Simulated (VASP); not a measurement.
Mg5Se2:

```xyz
7
Lattice="4.8010 -3.7932 0.0000 4.8010 3.7932 0.0000 -2.1549 0.0000 4.2358" Properties=species:S:1:pos:R:3 pbc="T T T"
Mg    0.0000    0.0000    0.0000
Mg    4.0514   -1.9902    3.2148
Mg    3.3957   -1.9902    1.0210
Mg    3.3957    1.9902    1.0210
Mg    4.0514    1.9902    3.2148
Se    1.6749    0.0000    2.7168
Se    5.7722    0.0000    1.5190
```

The cell was built from a structure type or drawn by symmetry, and may not be a known phase.

| Quantity | Value |
| --- | --- |
| Program | VASP 6.6.1 |
| Task | relaxation of cell and atoms |
| Functional | PBE |
| Potentials or basis | VASP PAW PBE potentials, release 64 (Mg, Se) |
| Cutoff | 600 eV |
| k mesh | 3 × 3 × 4 |
| Occupations | gaussian, width 0.2 eV |
| Spin | no spin polarisation |

At the start: pressure 7.8 GPa; volume 22.04 Å³/atom.

**Question.** Where does the relaxation end?

**Answer.** Over 36 steps the energy falls by 777.7 meV/atom and the volume is 23.71 Å³/atom (+7.6 %); space group C2/m (No. 12, to 0.1 Å) before and after.

The path:
| step | energy change (eV) | largest force (eV/Å) | pressure (GPa) | volume (Å³) |
| --- | --- | --- | --- | --- |
| 1 | 0.0000 | 3.0626 | 7.75 | 154.28 |
| 2 | -2.0323 | 1.5261 | -0.15 | 178.84 |
| 3 | -2.1384 | 1.4775 | -1.11 | 184.34 |
| 4 | -2.1744 | 1.4065 | -2.52 | 195.56 |
| 5 | -2.1831 | 1.4306 | -2.11 | 191.82 |
| 6 | -2.8879 | 1.2944 | -1.83 | 186.51 |
| 7 | -3.7784 | 1.1358 | 2.76 | 169.29 |
| 8 | -3.8346 | 0.5338 | 0.44 | 174.89 |
| 9 | -3.8674 | 0.4864 | 1.13 | 172.92 |
| 10 | -4.0818 | 0.5180 | -0.32 | 178.25 |
| 11 | -4.1356 | 0.5101 | -1.38 | 183.40 |
| 12 | -4.2719 | 0.5470 | -0.46 | 175.38 |
| 13 | -4.3191 | 0.5444 | 0.81 | 167.73 |
| 14 | -4.4389 | 0.2758 | 0.51 | 167.00 |
| 15 | -4.4889 | 0.2728 | 0.66 | 165.87 |
| 16 | -4.6196 | 0.2835 | -0.34 | 170.17 |
| 17 | -4.6746 | 0.2866 | -1.13 | 174.93 |
| 18 | -4.7667 | 0.2921 | 0.29 | 169.30 |
| 19 | -4.7717 | 0.2882 | 0.81 | 167.46 |
| 20 | -4.8557 | 0.1590 | 0.21 | 169.38 |
| 21 | -4.8738 | 0.1431 | -0.21 | 170.82 |
| 22 | -4.9169 | 0.1714 | -0.04 | 169.36 |
| 23 | -4.9693 | 0.3215 | 0.81 | 164.50 |
| 24 | -4.9917 | 0.3324 | 0.66 | 165.11 |
| 25 | -5.0697 | 0.3335 | 0.22 | 166.81 |
| 26 | -5.2308 | 0.2627 | -0.43 | 169.66 |
| 27 | -4.9604 | 0.9174 | 0.48 | 173.20 |
| 28 | -5.2595 | 0.2765 | -0.46 | 170.67 |
| 29 | -5.3068 | 0.3663 | -0.26 | 170.33 |
| 30 | -5.3074 | 0.3832 | -0.23 | 170.27 |
| 31 | -5.3546 | 0.3301 | -0.23 | 169.34 |
| 32 | -5.4157 | 0.2246 | 0.03 | 166.83 |
| 33 | -5.4167 | 0.2112 | 0.11 | 166.37 |
| 34 | -5.4315 | 0.1236 | -0.04 | 166.69 |
| 35 | -5.4373 | 0.0483 | -0.16 | 167.04 |
| 36 | -5.4439 | 0.0468 | 0.16 | 165.97 |

Final structure:
```xyz
7
Lattice="6.0734 -3.6830 0.9284 6.0734 3.6830 0.9284 -1.3595 0.0000 3.5021" Properties=species:S:1:pos:R:3 pbc="T T T"
Mg    0.0000    0.0000    0.0000
Mg    6.6516   -1.5051    3.3845
Mg    4.1358   -1.5051    1.9744
Mg    4.1358    1.5051    1.9744
Mg    6.6516    1.5051    3.3845
Se    2.1198    0.0000    3.2090
Se    8.6676    0.0000    2.1499
```

Caveat: the k points lie up to 0.43 Å⁻¹ apart in the final cell, too coarse for converged energies and pressures of a metal; a cell axis changed by over 15 % at a fixed basis, so the end point is rough; the relaxation stopped at a loose force limit of 0.08 eV/Å, so its end isn't a converged minimum.
